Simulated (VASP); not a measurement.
Here is a VASP 6.6.1 calculation.

The input INCAR:

```
SYSTEM = Zr2HS4
  PREC = Accurate
  ENCUT = 400
  EDIFF = 1E-6
  ISMEAR = 0
  SIGMA = 0.05
  LREAL = .FALSE.
  LASPH = .TRUE.
  NELM = 120
  ALGO = Normal
  ISIF = 2
  LWAVE = .FALSE.
  LCHARG = .TRUE.
  LDIPOL = .TRUE.
  IDIPOL = 3
  DIPOL = 0.5 0.5 0.289
  GGA = PE
  IVDW = 12
  LELF = .TRUE.
  LVHAR = .TRUE.
  LVACPOTAV = .TRUE.
  NBANDS = 62
  GGA_COMPAT = .FALSE.
  NELMDL = -8
```

KPOINTS

```
Automatic mesh
0
G
  6 6 1
  0 0 0
```

The input POSCAR:

```
Zr2HS4
1.0
    7.2976778227      0.0000000000      0.0000000000
   -3.6488389114      6.3199743831      0.0000000000
    0.0000000000      0.0000000000     20.9171506047
S Zr H
8 4 2
Direct
    0.3333333333      0.1666666667      0.1912306354
    0.3333333333      0.6666666667      0.1912306354
    0.8333333333      0.1666666667      0.1912306354
    0.8333333333      0.6666666667      0.1912306354
    0.1666666667      0.3333333333      0.3306927762
    0.1666666667      0.8333333333      0.3306927762
    0.6666666667      0.3333333333      0.3306927762
    0.6666666667      0.8333333333      0.3306927762
    0.0000000000      0.0000000000      0.2609617058
    0.0000000000      0.5000000000      0.2609617058
    0.5000000000      0.0000000000      0.2609617058
    0.5000000000      0.5000000000      0.2609617058
    0.2969803379      0.7030196621      0.4549926892
    0.3696863288      0.6303136712      0.4549926892
```

Potentials or basis: VASP PAW PBE potentials, release 64 (S, Zr_sv, H).

The run is started by

```console
$ cat potpaw_PBE.64/S/POTCAR potpaw_PBE.64/Zr_sv/POTCAR potpaw_PBE.64/H/POTCAR > POTCAR
$ mpirun -np 1 vasp_std > vasp.out
```

(1) Estimate the band gap on the k mesh.

(2) What does it give for the dispersion energy per atom?

(3) What does it give for the largest force?

Answers

(1) 1.10 eV.

(2) -0.218 eV.

(3) 3.335 eV/Å.
